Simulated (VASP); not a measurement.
# Rh (P6_3/mmc) in VASP: further runs, part 2 of 2

VASP 6.6.1.

**3. Relaxation of cell and atoms, PBEsol**

This run uses another cell than the first one, of 13.52 Å³/atom.

The input, INCAR:

```
PREC     = Accurate       # precision mode
ENCUT    = 600            # plane-wave cutoff, eV
EDIFF    = 1E-6           # SCF threshold, eV
ISMEAR   = 0              # smearing method
SIGMA    = 0.1            # smearing width, eV
LREAL    = False          # projectors in reciprocal space
LASPH    = True           # aspherical terms in the spheres
NELM     = 60             # most SCF steps
ALGO     = Fast           # electronic algorithm
ISIF     = 3              # what is computed and relaxed
LWAVE    = False          # write WAVECAR
LCHARG   = False          # write CHGCAR
GGA      = PS             # functional
IBRION   = 2              # ionic algorithm
NSW      = 100            # ionic steps
EDIFFG   = -0.005         # ionic threshold
```

The input, KPOINTS:

```
Automatic mesh
0
Gamma
  18 18 10
```

The input, POSCAR:

```
Rh
1.0
    2.6824015950      0.0000000000      0.0000000000
   -1.3412007975      2.3230279244      0.0000000000
    0.0000000000      0.0000000000      4.3380718962
Rh
2
Direct
    0.6666666667      0.3333333333      0.7500000000
    0.3333333333      0.6666666667      0.2500000000
```

Potentials or basis: VASP PAW PBE potentials, release 64 (Rh_pv).

Started as:

```bash
cat potpaw_PBE.64/Rh_pv/POTCAR > POTCAR
mpirun -np 1 vasp_std > vasp.out
```

OUTCAR:

```text
PREC = Accurate
   ENCUT = 600
   EDIFF = 1E-6
   ISMEAR = 0
   LREAL = False
   LASPH = True
   NELM = 60
   ISIF = 3
   GGA = PS
   IBRION = 2
   NSW = 100
   EDIFFG = -0.005

 ion  position               nearest neighbor table
   1  0.667  0.333  0.750-   2 2.67   2 2.67   2 2.67   2 2.67   2 2.67   2 2.67
   2  0.333  0.667  0.250-   1 2.67   1 2.67   1 2.67   1 2.67   1 2.67   1 2.67

  LATTYP: Found a hexagonal cell.
 ALAT       =     2.6824015950
 C/A-ratio  =     1.6172343113

  Lattice vectors:

 A1 = (   2.6824015950,   0.0000000000,   0.0000000000)
 A2 = (  -1.3412007975,   2.3230279244,   0.0000000000)
 A3 = (   0.0000000000,   0.0000000000,   4.3380718962)

Analysis of symmetry for initial positions (statically):
=====================================================================
 Subroutine PRICEL returns:
 Original cell was already a primitive cell.

 Routine SETGRP: Setting up the symmetry group for a
 hexagonal supercell.

 Subroutine GETGRP returns: Found 24 space group operations
 (whereof 12 operations were pure point group operations)
 out of a pool of 24 trial point group operations.

The static configuration has the point symmetry D_3d.
 The point group associated with its full space group is D_6h.

Analysis of symmetry for dynamics (positions and initial velocities):
=====================================================================
 Subroutine PRICEL returns:
 Original cell was already a primitive cell.

 Routine SETGRP: Setting up the symmetry group for a
 hexagonal supercell.

 Subroutine GETGRP returns: Found 24 space group operations
 (whereof 12 operations were pure point group operations)
 out of a pool of 24 trial point group operations.

The dynamic configuration has the point symmetry D_3d.
 The point group associated with its full space group is D_6h.

 Subroutine INISYM returns: Found 24 space group operations
 (whereof 12 operations are pure point group operations),
 and found     1 'primitive' translations
[... 124 lines left out ...]
   LEPSILON=     F    determine dielectric tensor
   LRPA    =     F    only Hartree local field effects (RPA)
 conjugate gradient relaxation of ions
 non-spin polarized calculation
 RMM-DIIS sequential band-by-band and
 Gauss-broadening in eV      SIGMA  =   0.10
  energy-cutoff  :      600.00
  volume of cell :       27.03
 maximum number of plane-waves:       923
 NGX is ok and might be reduce to    24
   NGX = 11   NGY = 11   NGZ = 17

--------------------------------------- Ionic step        1  -------------------------------------------

 number of electron      30.0000002 magnetization

 Free energy of the ion-electron system (eV)
  ---------------------------------------------------
  ext. energy  EPLUGINS =         0.00000000
  ---------------------------------------------------
  free energy    TOTEN  =       -16.20453896 eV

  energy without entropy =      -16.18879236  energy(sigma->0) =      -16.19666566

------------------------ aborting loop because EDIFF is reached ----------------------------------------

  FORCE on cell =-STRESS in cart. coord.  units (eV):
  Direction    XX          YY          ZZ          XY          YZ          ZX
  --------------------------------------------------------------------------------------
  -------------------------------------------------------------------------------------
  Total        0.1797688      0.1797688     -0.0411241     -0.0000000      0.0000000     -0.0000000
  in kB       10.6549128     10.6549128     -2.4374267     -0.0000000      0.0000000     -0.0000000
  external PRESSURE =       6.2907997 kB  Pullay stress =       0.0000000 kB
[... 167 lines left out ...]
--------------------------------------- Ionic step        6  -------------------------------------------

 number of electron      30.0000001 magnetization

 Free energy of the ion-electron system (eV)
  ---------------------------------------------------
  ext. energy  EPLUGINS =         0.00000000
  ---------------------------------------------------
  free energy    TOTEN  =       -16.20495229 eV

  energy without entropy =      -16.18942465  energy(sigma->0) =      -16.19718847

 E-fermi :  12.1457     XC(G=0): -14.3142

 val. band max:       12.1432858362   @ k =   0.3889   0.1667   0.0000
 cond. band min:      12.1465200671   @ k =   0.2778   0.0000   0.4000
 fundamental gap:      0.0032342309
 Fermi energy:        12.1457210645

 k-point     1 :       0.0000    0.0000    0.0000
  band No.  band energies     occupation
      1     -35.1237      2.00000
      2     -34.4176      2.00000
      3     -34.4176      2.00000
      4     -34.3205      2.00000
      5     -34.3015      2.00000
      6     -34.3015      2.00000
[... 505 lines left out ...]
      6     -34.4407      2.00000
[... 11 lines left out ...]
     18      18.6054      0.00000
     19      22.5604      0.00000

 [... further k-points ...]

------------------------ aborting loop because EDIFF is reached ----------------------------------------

  FORCE on cell =-STRESS in cart. coord.  units (eV):
  Direction    XX          YY          ZZ          XY          YZ          ZX
  --------------------------------------------------------------------------------------
  -------------------------------------------------------------------------------------
  Total        0.0069671      0.0069671      0.0038899     -0.0000000      0.0000000      0.0000000
  in kB        0.4121466      0.4121466      0.2301148     -0.0000000      0.0000000      0.0000000
  external PRESSURE =       0.3514693 kB  Pullay stress =       0.0000000 kB
[... 17 lines left out ...]
  FREE ENERGIE OF THE ION-ELECTRON SYSTEM (eV)
  ---------------------------------------------------
  free  energy   TOTEN  =       -16.2049522925 eV

  energy  without entropy=      -16.1894246533  energy(sigma->0) =      -16.19718847

 reached required accuracy - stopping structural energy minimisation
```

CONTCAR:

```text
Rh
   1.00000000000000
     2.6881736699604022    0.0000000000000000   -0.0000000000000000
    -1.3440868349802011    2.3280266879481148   -0.0000000000000000
    -0.0000000000000000    0.0000000000000000    4.3277707906223268
  Rh
     2
Direct
     0.6666666667000030    0.3333333332999970    0.7500000000000000
     0.3333333332999970    0.6666666667000030    0.2500000000000000

  0.00000000E+00  0.00000000E+00  0.00000000E+00
  0.00000000E+00  0.00000000E+00  0.00000000E+00
```

It took 2.5 min on 1 thread of Intel Xeon 6975P-C (Granite Rapids), shared host; peak memory 0.25 GiB.

What came out:

```
Free energy                           : -16.2050 eV
Relaxed volume                        : 13.54 Å³/atom
Relaxed cell                          : a = 2.688 Å, b = 2.688 Å, c = 4.328 Å, α = 90.00°, β = 90.00°, γ = 120.00°
Space group after relaxing (to 0.1 Å) : P6_3/mmc (No. 194)
Energy gained by relaxing             : 0.2 meV/atom
Ionic steps                           : 6
Pressure after relaxing               : 0.0 GPa
Band gap on the k mesh                : zero (bands 15 and 16 overlap by 2.51 eV)
```

The path:
```csv
step,energy change (eV),largest force (eV/Å),pressure (GPa),volume (Å³)
1,0.0000,0.0000,0.63,27.03
2,0.0004,0.0000,-1.68,27.24
3,-0.0003,0.0000,-0.28,27.11
4,-0.0004,0.0000,0.14,27.07
5,-0.0004,0.0000,-0.06,27.09
6,-0.0004,0.0000,0.04,27.08
```

Final structure:
```
Rh
1.0
     2.68817    0.00000    0.00000
    -1.34409    2.32803    0.00000
     0.00000    0.00000    4.32777
Rh
2
Direct
  0.66667 0.33333 0.75000
  0.33333 0.66667 0.25000
```

Caveat: the PAW data sets were made with another functional, which shifts forces and pressure a little.

**4. Relaxation of cell and atoms, PBEsol, target pressure 1 GPa, at which the enthalpy is minimised**

This run uses another cell than the first one, of 13.42 Å³/atom.

Edit INCAR of step 3 so:

```diff
@@ -14,3 +14,4 @@
 IBRION   = 2              # ionic algorithm
-NSW      = 100            # ionic steps
-EDIFFG   = -0.005         # ionic threshold
+NSW      = 70             # ionic steps
+EDIFFG   = -0.008         # ionic threshold
+PSTRESS  = 10.0
```

KPOINTS is that of step 3.

The input, POSCAR:

```
Rh
1.0
    2.6799584918      0.0000000000      0.0000000000
   -1.3399792459      2.3209121350      0.0000000000
    0.0000000000      0.0000000000      4.3148878130
Rh
2
Direct
    0.6666666667      0.3333333333      0.7500000000
    0.3333333333      0.6666666667      0.2500000000
```

Started as:

```bash
cat potpaw_PBE.64/Rh_pv/POTCAR > POTCAR
mpirun -np 1 vasp_std > vasp.out
```

Run time: 98 s. Hardware: 1 thread of Intel Xeon 6975P-C (Granite Rapids), shared host; peak memory 0.24 GiB.

It converged, with:

```
Free energy                                                : -16.2043 eV
Relaxed volume                                             : 13.50 Å³/atom
Relaxed cell                                               : a = 2.685 Å, b = 2.685 Å, c = 4.323 Å, α = 90.00°, β = 90.00°, γ = 120.00°
Space group after relaxing (to 0.1 Å)                      : P6_3/mmc (No. 194)
Energy change on relaxing (the run minimises the enthalpy) : -0.9 meV/atom
Ionic steps                                                : 3
Pressure after relaxing                                    : 1.0 GPa
Band gap on the k mesh                                     : zero (bands 15 and 16 overlap by 2.52 eV)
```

Step by step:
| step | energy change (eV) | largest force (eV/Å) | pressure (GPa) | volume (Å³) |
| --- | --- | --- | --- | --- |
| 1 | 0.0000 | 0.0000 | 2.81 | 26.84 |
| 2 | 0.0018 | 0.0000 | -3.46 | 27.43 |
| 3 | -0.0018 | 0.0000 | 0.98 | 26.99 |

Final structure:
```yaml
crystal:
  lattice:
    - [2.68497, 0.00000, 0.00000]
    - [-1.34248, 2.32525, 0.00000]
    - [0.00000, 0.00000, 4.32333]
  atoms:
    - { symbol: Rh, position: [0.66667, 0.33333, 0.75000] }
    - { symbol: Rh, position: [0.33333, 0.66667, 0.25000] }
```

Levels at points of the mesh, in eV from the Fermi level:
| k point | band 13 | band 14 | band 15 | band 16 | band 17 | band 18 |
| --- | --- | --- | --- | --- | --- | --- |
| (0.00, 0.00, 0.00) | -2.60 | -2.02 | -2.02 | 0.13 | 0.13 | 0.65 |
| (0.50, 0.00, 0.00) | -2.30 | 0.42 | 0.66 | 0.74 | 3.04 | 5.18 |
| (0.00, 0.00, 0.50) | -3.28 | -3.28 | -0.46 | -0.46 | -0.46 | -0.46 |
| (0.50, 0.00, 0.50) | -0.36 | -0.36 | 0.61 | 0.61 | 2.64 | 2.64 |

Caveat: the cell is relaxed towards a set pressure, so the run minimises the enthalpy, not the energy; the PAW data sets were made with another functional, which shifts forces and pressure a little.

**5. Relaxation of cell and atoms, PBEsol, target pressure -1 GPa, at which the enthalpy is minimised**

This run uses another cell than the first one, of 13.68 Å³/atom.

The input, INCAR:

```
ALGO = Fast
EDIFF = 1E-6
EDIFFG = -0.008
ENCUT = 600
GGA = PS
IBRION = 2
ISIF = 3
ISMEAR = 0
LASPH = T
LCHARG = F
LREAL = F
LWAVE = F
NELM = 60
NSW = 70
PREC = Accurate
PSTRESS = -10.0
SIGMA = 0.1
```

The input, KPOINTS:

```
k-points
0
Gamma
  18 18 10
```

The input, POSCAR:

```
Rh
1.0
    2.6975319272      0.0000000000      0.0000000000
   -1.3487659636      2.3361311765      0.0000000000
    0.0000000000      0.0000000000      4.3431820581
Rh
2
Direct
    0.6666666667      0.3333333333      0.7500000000
    0.3333333333      0.6666666667      0.2500000000
```

Started as:

```bash
cat potpaw_PBE.64/Rh_pv/POTCAR > POTCAR
mpirun -np 1 vasp_std > vasp.out
```

Wall time 96 s (1 thread of Intel Xeon 6975P-C (Granite Rapids), shared host); peak memory 0.25 GiB.

The run converged. Its results:

```yaml
Free_energy: -16.2051 eV
Relaxed_volume: 13.59 Å³/atom
Relaxed_cell: a = 2.692 Å, b = 2.692 Å, c = 4.333 Å, α = 90.00°, β = 90.00°, γ = 120.00°
Space_group_after_relaxing_to_0.1_Å: P6_3/mmc (No. 194)
Energy_change_on_relaxing_the_run_minimises_the_enthalpy: -1.2 meV/atom
Ionic_steps: 3
Pressure_after_relaxing: -0.9 GPa
Band_gap_on_the_k_mesh: zero (bands 15 and 16 overlap by 2.49 eV)
```

The path:
| step | energy change (eV) | largest force (eV/Å) | pressure (GPa) | volume (Å³) |
| --- | --- | --- | --- | --- |
| 1 | 0.0000 | 0.0000 | -2.92 | 27.37 |
| 2 | 0.0018 | 0.0000 | 3.89 | 26.73 |
| 3 | -0.0023 | 0.0000 | -0.95 | 27.19 |

Final structure:
```
Rh
1.0
     2.69159    0.00000    0.00000
    -1.34579    2.33098    0.00000
     0.00000    0.00000    4.33319
Rh
2
Direct
  0.66667 0.33333 0.75000
  0.33333 0.66667 0.25000
```

Levels at points of the mesh, in eV from the Fermi level:
```tsv
k point	band 12	band 13	band 14	band 15	band 16	band 17	band 18	band 19
(0.00, 0.00, 0.00)	-2.57	-2.57	-2.00	-2.00	0.13	0.13	0.66	8.75
(0.50, 0.00, 0.00)	-2.29	-2.27	0.41	0.65	0.73	3.02	5.14	10.36
(0.00, 0.00, 0.50)	-3.24	-3.24	-3.24	-0.46	-0.46	-0.46	-0.46	14.86
(0.50, 0.00, 0.50)	-1.75	-0.36	-0.36	0.61	0.61	2.63	2.63	9.38
```

Caveat: the cell is relaxed towards a set pressure, so the run minimises the enthalpy, not the energy; the PAW data sets were made with another functional, which shifts forces and pressure a little.

**6. Overview**

```tsv
task	cell	k mesh	cutoff (eV)	gap on the mesh (eV)	pressure (GPa)
single point	a = 2.648, b = 2.648, c = 4.589 Å, angles 90.0, 90.0, 120.0°, 2 atoms	24 × 24 × 12	520	none	-6.5
relaxation of cell and atoms	relaxed from a = 2.682, b = 2.682, c = 4.338 Å, angles 90.0, 90.0, 120.0°, 2 atoms	18 × 18 × 10	600	none	0.0
relaxation of cell and atoms	relaxed to 1 GPa from a = 2.680, b = 2.680, c = 4.315 Å, angles 90.0, 90.0, 120.0°, 2 atoms	18 × 18 × 10	600	none	1.0
relaxation of cell and atoms	relaxed to -1 GPa from a = 2.698, b = 2.698, c = 4.343 Å, angles 90.0, 90.0, 120.0°, 2 atoms	18 × 18 × 10	600	none	-0.9
```

Alike in all rows: level PBEsol; potentials or basis VASP PAW PBE potentials, release 64 (Rh_pv); no spin polarisation; smearing gaussian 0.1 eV.

Caveats: the PAW data sets were made with another functional, which shifts forces and pressure a little; the cell is relaxed towards a set pressure, so the run minimises the enthalpy, not the energy (at least some runs); the cell stands under tension (at least some runs).

Absolute energies hang on the potentials; compare differences alone.
